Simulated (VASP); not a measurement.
# SiC (F-43m) in VASP: notebook

The runs below take SiC through single point, with PBE.

Everything below comes from runs of VASP 6.6.1. Logs are shortened: lines on timing, memory, paths and dates and some standing lists are left out, and cuts for length are marked.

## Step 1: The cell of the first run

The structure is cubic, space group F-43m (No. 216). The conventional cell has a = 4.359 Å, b = 4.359 Å, c = 4.359 Å, α = 90.00°, β = 90.00°, γ = 90.00°. Si (site symmetry -43m) has 4 C at 1.89 Å within 2.5 Å. Within 2.5 Å of C (site symmetry -43m) lie 4 Si at 1.89 Å.

## Step 2: Single point, PBE

Contents of INCAR:

```
PREC = Accurate ; ENCUT = 520
EDIFF = 1E-6 ; ISMEAR = 0
SIGMA = 0.02 ; LREAL = False
LASPH = True ; NELM = 60
ALGO = Normal ; ISIF = 2
LWAVE = False ; LCHARG = False
GGA = PE ; NBANDS = 11
```

Contents of KPOINTS:

```
Automatic mesh
0
Gamma
  10 10 10
```

Contents of POSCAR:

```
SiC
1.0
    0.0000000000      2.1796242945      2.1796242945
    2.1796242945      0.0000000000      2.1796242945
    2.1796242945      2.1796242945      0.0000000000
Si C
1 1
Direct
    0.2500000000      0.2500000000      0.2500000000
    0.0000000000      0.0000000000      0.0000000000
```

Potentials or basis: VASP PAW PBE potentials, release 64 (Si, C).

On the command line:

```console
$ cat potpaw_PBE.64/Si/POTCAR potpaw_PBE.64/C/POTCAR > POTCAR
$ mpirun -np 1 vasp_std > vasp.out
```

OUTCAR:

```text
PREC = Accurate
   ENCUT = 520
   EDIFF = 1E-6
   ISMEAR = 0
   LREAL = False
   LASPH = True
   NELM = 60
   ISIF = 2
   GGA = PE

 ion  position               nearest neighbor table
   1  0.250  0.250  0.250-   2 1.89   2 1.89   2 1.89   2 1.89
   2  0.000  0.000  0.000-   1 1.89   1 1.89   1 1.89   1 1.89

  LATTYP: Found a face centered cubic cell.
 ALAT       =     4.3592485890

  Lattice vectors:

 A1 = (   0.0000000000,   2.1796242945,   2.1796242945)
 A2 = (   2.1796242945,   0.0000000000,   2.1796242945)
 A3 = (   2.1796242945,   2.1796242945,   0.0000000000)

Analysis of symmetry for initial positions (statically):
=====================================================================
 Subroutine PRICEL returns:
 Original cell was already a primitive cell.

 Routine SETGRP: Setting up the symmetry group for a
 face centered cubic supercell.

 Subroutine GETGRP returns: Found 24 space group operations
 (whereof 24 operations were pure point group operations)
 out of a pool of 48 trial point group operations.

The static configuration has the point symmetry T_d .

Analysis of symmetry for dynamics (positions and initial velocities):
=====================================================================
 Subroutine PRICEL returns:
 Original cell was already a primitive cell.

 Routine SETGRP: Setting up the symmetry group for a
 face centered cubic supercell.

 Subroutine GETGRP returns: Found 24 space group operations
 (whereof 24 operations were pure point group operations)
 out of a pool of 48 trial point group operations.

The dynamic configuration has the point symmetry T_d .

 Subroutine INISYM returns: Found 24 space group operations
 (whereof 24 operations are pure point group operations),
 and found     1 'primitive' translations

----------------------------------------------------------------------------------------

                                     Primitive cell

  volume of cell :      20.7098

  direct lattice vectors                    reciprocal lattice vectors
     0.000000000  2.179624294  2.179624294    -0.229397333  0.229397333  0.229397333
     2.179624294  0.000000000  2.179624294     0.229397333 -0.229397333  0.229397333
     2.179624294  2.179624294  0.000000000     0.229397333  0.229397333 -0.229397333

  length of vectors
     3.082454238  3.082454238  3.082454238     0.397327836  0.397327836  0.397327836

  position of ions in fractional coordinates (direct lattice)
     0.250000000  0.250000000  0.250000000
     0.000000000  0.000000000  0.000000000

  ion indices of the primitive-cell ions
   primitive index   ion index
                 1           1
                 2           2

----------------------------------------------------------------------------------------

 KPOINTS: Automatic mesh

Automatic generation of k-mesh.
 Grid dimensions read from file:
 generate k-points for:   10   10   10

 Generating k-lattice:

  Cartesian coordinates                     Fractional coordinates (reciprocal lattice)
    -0.022939733  0.022939733  0.022939733     0.100000000  0.000000000  0.000000000
     0.022939733 -0.022939733  0.022939733     0.000000000  0.100000000  0.000000000
     0.022939733  0.022939733 -0.022939733     0.000000000  0.000000000  0.100000000

  Length of vectors
     0.039732784  0.039732784  0.039732784

  Shift w.r.t. Gamma in fractional coordinates (k-lattice)
     0.000000000  0.000000000  0.000000000

 Subroutine IBZKPT returns following result:
 ===========================================

 Found     47 irreducible k-points:

 Following reciprocal coordinates:
            Coordinates               Weight
  0.000000  0.000000  0.000000      1.000000
  0.100000  0.000000  0.000000      8.000000
  0.200000  0.000000  0.000000      8.000000
  0.300000  0.000000  0.000000      8.000000
  0.400000  0.000000  0.000000      8.000000
  0.500000  0.000000  0.000000      4.000000
[... 16 lines left out ...]
  0.300000  0.300000  0.000000      6.000000
  0.400000  0.300000  0.000000     24.000000
 [... further k-points ...]
   k-points           NKPTS =     47   k-points in BZ     NKDIM =     47   number of bands    NBANDS=     11
   number of dos      NEDOS =    301   number of ions     NIONS =      2
   total plane-waves  NPLWV =  13824
   dimension x,y,z NGX =    24 NGY =   24 NGZ =   24
   dimension x,y,z NGXF=    48 NGYF=   48 NGZF=   48
   ions per type =               1   1
   NGX,Y,Z   is equivalent  to a cutoff of  12.94, 12.94, 12.94 a.u.
   NGXF,Y,Z  is equivalent  to a cutoff of  25.89, 25.89, 25.89 a.u.
 SYSTEM =  unknown system
   PREC   = accura    normal or accurate (medium, high low for compatibility)
   ISTART =      0    job   : 0-new  1-cont  2-samecut
   ICHARG =      2    charge: 1-file 2-atom 10-const
   ISPIN  =      1    spin polarized calculation?
   LNONCOLLINEAR =      F non collinear calculations
   LSORBIT =      F    spin-orbit coupling
   LASPH  =      T    aspherical Exc in radial PAW
   ENCUT  =  520.0 eV  38.22 Ry    6.18 a.u.   5.73  5.73  5.73*2*pi/ulx,y,z
   NELM   =     60;   NELMIN=  2; NELMDL= -5     # of ELM steps
   EDIFF  = 0.1E-05   stopping-criterion for ELM
   LREAL  =      F    real-space projection
   EDIFFG = 0.1E-04   stopping-criterion for IOM
   NSW    =      0    number of steps for IOM
   IBRION =     -1    ionic relax: 0-MD 1-quasi-New 2-CG
   NFREE  =      0    steps in history (QN), initial steepest desc. (CG)
   ISIF   =      2    stress and relaxation
   ISYM   =      2    0-nonsym 1-usesym 2-fastsym
   POTIM  = 0.5000    time-step for ionic-motion
   TEBEG  =    0.0;   TEEND  =   0.0 temperature during run
   PSTRESS=    0.0 pullay stress
   NELECT =       8.0000    total number of electrons
   NUPDOWN=      -1.0000    fix difference up-down
   EMIN   =  10.00;   EMAX   =-10.00  energy-range for DOS
   EFERMI =   0.00;   METHOD = LEGACY
   ISMEAR =     0;   SIGMA  =   0.02  broadening in eV -4-tet -1-fermi 0-gaus
   EFERMI_NEDOS =   21; number of points for ismear=-14 and -15
   IALGO  =     38    algorithm
   IMIX   =      4    mixing-type and parameters
     AMIX     =   0.40;   BMIX     =  1.00
     AMIX_MAG =   1.60;   BMIX_MAG =  1.00
  volume/ion in A,a.u.               =      10.35        69.88
  Fermi-wavevector in a.u.,A,eV,Ry     =   1.192284  2.253091 19.341254  1.421542
  Thomas-Fermi vector in A             =   2.328326
   LORBIT       =      0    0 simple, 1 ext, 2 COOP (PROOUT), +10 PAW based schemes
   GGA     = PE    functional components
   LHFCALC =     F    Hartree Fock is set to
   AEXX    =    0.0000 exact exchange contribution
   IVDW    =     0    specifies the selected vdW correction
   LEPSILON=     F    determine dielectric tensor
   LRPA    =     F    only Hartree local field effects (RPA)
 non-spin polarized calculation
 Gauss-broadening in eV      SIGMA  =   0.02
  energy-cutoff  :      520.00
  volume of cell :       20.71
 maximum number of plane-waves:       568
   NGX = 11   NGY = 11   NGZ = 11

 number of electron       8.0000001 magnetization

 Free energy of the ion-electron system (eV)
  ---------------------------------------------------
  ext. energy  EPLUGINS =         0.00000000
  ---------------------------------------------------
  free energy    TOTEN  =       -15.05806634 eV

  energy without entropy =      -15.05806634  energy(sigma->0) =      -15.05806634

 E-fermi :   8.2781     XC(G=0): -11.3525

 val. band max:        8.0973444302   @ k =   0.0000   0.0000   0.0000
 cond. band min:       9.4549675297   @ k =   0.5000   0.5000   0.0000
 fundamental gap:      1.3576230995
 Fermi energy:         8.2781132503

 k-point     1 :       0.0000    0.0000    0.0000
  band No.  band energies     occupation
      1      -7.2992      2.00000
      2       8.0973      2.00000
      3       8.0973      2.00000
      4       8.0973      2.00000
      5      14.3211      0.00000
      6      15.3987      0.00000
      7      15.3987      0.00000
      8      15.3987      0.00000
      9      22.5988      0.00000
     10      22.5988      0.00000
     11      24.5644      0.00000

 k-point     2 :       0.1000    0.0000    0.0000
  band No.  band energies     occupation
      1      -7.1040      2.00000
      2       7.0890      2.00000
      3       7.9637      2.00000
      4       7.9637      2.00000
      5      14.5836      0.00000
      6      15.6418      0.00000
      7      15.6418      0.00000
      8      15.6721      0.00000
      9      21.6532      0.00000
     10      21.6532      0.00000
     11      24.3734      0.00000

 k-point     3 :       0.2000    0.0000    0.0000
  band No.  band energies     occupation
      1      -6.5270      2.00000
      2       4.9707      2.00000
      3       7.6570      2.00000
      4       7.6570      2.00000
      5      14.2946      0.00000
      6      16.0014      0.00000
      7      16.0014      0.00000
      8      16.8725      0.00000
      9      20.9898      0.00000
     10      20.9898      0.00000
     11      23.4860      0.00000

 k-point     4 :       0.3000    0.0000    0.0000
  band No.  band energies     occupation
      1      -5.6040      2.00000
      2       2.6600      2.00000
      3       7.3411      2.00000
      4       7.3411      2.00000
      5      13.8854      0.00000
      6      15.8648      0.00000
      7      15.8648      0.00000
      8      17.8465      0.00000
      9      21.8094      0.00000
     10      21.8094      0.00000
     11      23.2205      0.00000
[... 239 lines left out ...]
 k-point    22 :      -0.2000    0.2000    0.0000
  band No.  band energies     occupation
      1      -5.2942      2.00000
      2       3.2987      2.00000
      3       4.8825      2.00000
      4       7.4502      2.00000
      5      14.6553      0.00000
      6      16.0967      0.00000
      7      16.4701      0.00000
      8      17.2506      0.00000
      9      19.6215      0.00000
     10      23.5131      0.00000
     11      27.2449      0.00000

 k-point    23 :       0.3000    0.3000    0.0000
  band No.  band energies     occupation
      1      -5.0285      2.00000
      2       3.7397      2.00000
      3       5.7364      2.00000
      4       5.7364      2.00000
      5      11.2641      0.00000
      6      13.7071      0.00000
      7      19.6232      0.00000
      8      19.6232      0.00000
      9      20.5008      0.00000
     10      25.1818      0.00000
     11      29.7724      0.00000

 k-point    24 :       0.4000    0.3000    0.0000
  band No.  band energies     occupation
      1      -4.1605      2.00000
      2       2.5183      2.00000
      3       4.9480      2.00000
      4       5.4742      2.00000
      5      10.9664      0.00000
      6      13.7182      0.00000
      7      19.7102      0.00000
      8      20.0215      0.00000
      9      21.8561      0.00000
     10      26.1665      0.00000
     11      29.3439      0.00000

 [... further k-points ...]
[... 5 lines left out ...]
  --------------------------------------------------------------------------------------
  -------------------------------------------------------------------------------------
  Total        0.3904388      0.3904388      0.3904388      0.0000000      0.0000000     -0.0000000
  in kB       30.2056840     30.2056840     30.2056840      0.0000000      0.0000000     -0.0000000
  external PRESSURE =      30.2056840 kB  Pullay stress =       0.0000000 kB

 VOLUME and BASIS-vectors are now :
 -----------------------------------------------------------------------------
  energy-cutoff  :      520.00
  volume of cell :       20.71
      direct lattice vectors                 reciprocal lattice vectors
     0.000000000  2.179624294  2.179624294    -0.229397333  0.229397333  0.229397333
     2.179624294  0.000000000  2.179624294     0.229397333 -0.229397333  0.229397333
     2.179624294  2.179624294  0.000000000     0.229397333  0.229397333 -0.229397333

 POSITION                                       TOTAL-FORCE (eV/Angst)
 -----------------------------------------------------------------------------------
      1.08981      1.08981      1.08981         0.000000      0.000000      0.000000
      0.00000      0.00000      0.00000        -0.000000     -0.000000     -0.000000
 -----------------------------------------------------------------------------------
    total drift:                               -0.000000     -0.000000     -0.000000

  FREE ENERGIE OF THE ION-ELECTRON SYSTEM (eV)
  ---------------------------------------------------
  free  energy   TOTEN  =       -15.0580663421 eV

  energy  without entropy=      -15.0580663421  energy(sigma->0) =      -15.05806634
```

Wall time 11 s (1 thread of AMD EPYC 7R43 (Zen 3), shared host); peak memory 0.1 GiB.

What came out:

```yaml
Free_energy: -15.0581 eV
Pressure: 3.0 GPa
Band_gap_on_the_k_mesh: 1.36 eV, indirect (least direct gap 4.54 eV)
```

A k mesh can miss the band edges. Expect the measured gap to be larger: semilocal functionals such as PBE lack the derivative discontinuity.

## Step 3: Single point, PBE

This run uses another cell than the first one, of 10.14 Å³/atom, 0.979 times its volume.

Contents of INCAR:

```
PREC = Accurate
ENCUT = 520
EDIFF = 1E-6
ISMEAR = 0
SIGMA = 0.02
LREAL = F
LASPH = T
NELM = 80
ALGO = Normal
ISIF = 2
LWAVE = F
LCHARG = F
GGA = PE
NBANDS = 11
```

Contents of KPOINTS:

```
regular mesh
0
Gamma
  10 10 10
```

Contents of POSCAR:

```
SiC
1.0
    0.0000000000      2.1642197423      2.1642197423
    2.1642197423      0.0000000000      2.1642197423
    2.1642197423      2.1642197423      0.0000000000
Si C
1 1
Direct
    0.2500000000      0.2500000000      0.2500000000
    0.0000000000      0.0000000000      0.0000000000
```

Potentials or basis: VASP PAW PBE potentials, release 64 (Si, C).

On the command line:

```console
$ cat potpaw_PBE.64/Si/POTCAR potpaw_PBE.64/C/POTCAR > POTCAR
$ mpirun -np 1 vasp_std > vasp.out
```

OUTCAR:

```text
PREC = Accurate
   ENCUT = 520
   EDIFF = 1E-6
   ISMEAR = 0
   LREAL = F
   LASPH = T
   NELM = 80
   ISIF = 2
   GGA = PE

 ion  position               nearest neighbor table
   1  0.250  0.250  0.250-   2 1.87   2 1.87   2 1.87   2 1.87
   2  0.000  0.000  0.000-   1 1.87   1 1.87   1 1.87   1 1.87

  LATTYP: Found a face centered cubic cell.
 ALAT       =     4.3284394846

  Lattice vectors:

 A1 = (   0.0000000000,   2.1642197423,   2.1642197423)
 A2 = (   2.1642197423,   0.0000000000,   2.1642197423)
 A3 = (   2.1642197423,   2.1642197423,   0.0000000000)

Analysis of symmetry for initial positions (statically):
=====================================================================
 Subroutine PRICEL returns:
 Original cell was already a primitive cell.

 Routine SETGRP: Setting up the symmetry group for a
 face centered cubic supercell.

 Subroutine GETGRP returns: Found 24 space group operations
 (whereof 24 operations were pure point group operations)
 out of a pool of 48 trial point group operations.

The static configuration has the point symmetry T_d .

Analysis of symmetry for dynamics (positions and initial velocities):
=====================================================================
 Subroutine PRICEL returns:
 Original cell was already a primitive cell.

 Routine SETGRP: Setting up the symmetry group for a
 face centered cubic supercell.

 Subroutine GETGRP returns: Found 24 space group operations
 (whereof 24 operations were pure point group operations)
 out of a pool of 48 trial point group operations.

The dynamic configuration has the point symmetry T_d .

 Subroutine INISYM returns: Found 24 space group operations
 (whereof 24 operations are pure point group operations),
 and found     1 'primitive' translations

----------------------------------------------------------------------------------------

                                     Primitive cell

  volume of cell :      20.2737
[... 111 lines left out ...]
  Fermi-wavevector in a.u.,A,eV,Ry     =   1.200771  2.269128 19.617569  1.441851
  Thomas-Fermi vector in A             =   2.336598
   LORBIT       =      0    0 simple, 1 ext, 2 COOP (PROOUT), +10 PAW based schemes
   GGA     = PE    functional components
   LHFCALC =     F    Hartree Fock is set to
   AEXX    =    0.0000 exact exchange contribution
   IVDW    =     0    specifies the selected vdW correction
   LEPSILON=     F    determine dielectric tensor
   LRPA    =     F    only Hartree local field effects (RPA)
 non-spin polarized calculation
 Gauss-broadening in eV      SIGMA  =   0.02
  energy-cutoff  :      520.00
  volume of cell :       20.27
 maximum number of plane-waves:       568
   NGX = 11   NGY = 11   NGZ = 11

 number of electron       8.0000000 magnetization

 Free energy of the ion-electron system (eV)
  ---------------------------------------------------
  ext. energy  EPLUGINS =         0.00000000
  ---------------------------------------------------
  free energy    TOTEN  =       -15.04308142 eV

  energy without entropy =      -15.04308142  energy(sigma->0) =      -15.04308142

 E-fermi :   8.4481     XC(G=0): -11.4457

 val. band max:        8.3376907564   @ k =   0.0000   0.0000   0.0000
 cond. band min:       9.6752723290   @ k =   0.5000   0.5000   0.0000
 fundamental gap:      1.3375815726
 Fermi energy:         8.4480570592

 k-point     1 :       0.0000    0.0000    0.0000
  band No.  band energies     occupation
      1      -7.2268      2.00000
      2       8.3377      2.00000
      3       8.3377      2.00000
      4       8.3377      2.00000
      5      14.8115      0.00000
      6      15.7885      0.00000
      7      15.7885      0.00000
      8      15.7885      0.00000
      9      22.9645      0.00000
     10      22.9645      0.00000
     11      25.1376      0.00000
[... 309 lines left out ...]
 k-point    24 :       0.4000    0.3000    0.0000
  band No.  band energies     occupation
      1      -4.0313      2.00000
      2       2.7346      2.00000
      3       5.1460      2.00000
      4       5.6814      2.00000
      5      11.2226      0.00000
      6      14.0477      0.00000
      7      20.1817      0.00000
      8      20.4652      0.00000
      9      22.3497      0.00000
     10      26.6051      0.00000
     11      29.9139      0.00000

 [... further k-points ...]
[... 5 lines left out ...]
  --------------------------------------------------------------------------------------
  -------------------------------------------------------------------------------------
  Total        1.0109141      1.0109141      1.0109141     -0.0000000     -0.0000000      0.0000000
  in kB       79.8896978     79.8896978     79.8896978     -0.0000000     -0.0000000      0.0000000
  external PRESSURE =      79.8896978 kB  Pullay stress =       0.0000000 kB

 VOLUME and BASIS-vectors are now :
 -----------------------------------------------------------------------------
  energy-cutoff  :      520.00
  volume of cell :       20.27
      direct lattice vectors                 reciprocal lattice vectors
     0.000000000  2.164219742  2.164219742    -0.231030145  0.231030145  0.231030145
     2.164219742  0.000000000  2.164219742     0.231030145 -0.231030145  0.231030145
     2.164219742  2.164219742  0.000000000     0.231030145  0.231030145 -0.231030145

 POSITION                                       TOTAL-FORCE (eV/Angst)
 -----------------------------------------------------------------------------------
      1.08211      1.08211      1.08211        -0.000000     -0.000000     -0.000000
      0.00000      0.00000      0.00000         0.000000      0.000000      0.000000
 -----------------------------------------------------------------------------------
    total drift:                               -0.000000     -0.000000     -0.000000

  FREE ENERGIE OF THE ION-ELECTRON SYSTEM (eV)
  ---------------------------------------------------
  free  energy   TOTEN  =       -15.0430814197 eV

  energy  without entropy=      -15.0430814197  energy(sigma->0) =      -15.04308142
```

Run time: 10 s. Hardware: 1 thread of AMD EPYC 7R43 (Zen 3), shared host; peak memory 0.1 GiB.

Results:

```
Free energy            : -15.0431 eV
Pressure               : 8.0 GPa
Band gap on the k mesh : 1.34 eV, indirect (least direct gap 4.56 eV)
```

(Continued in part 2 of 2.)
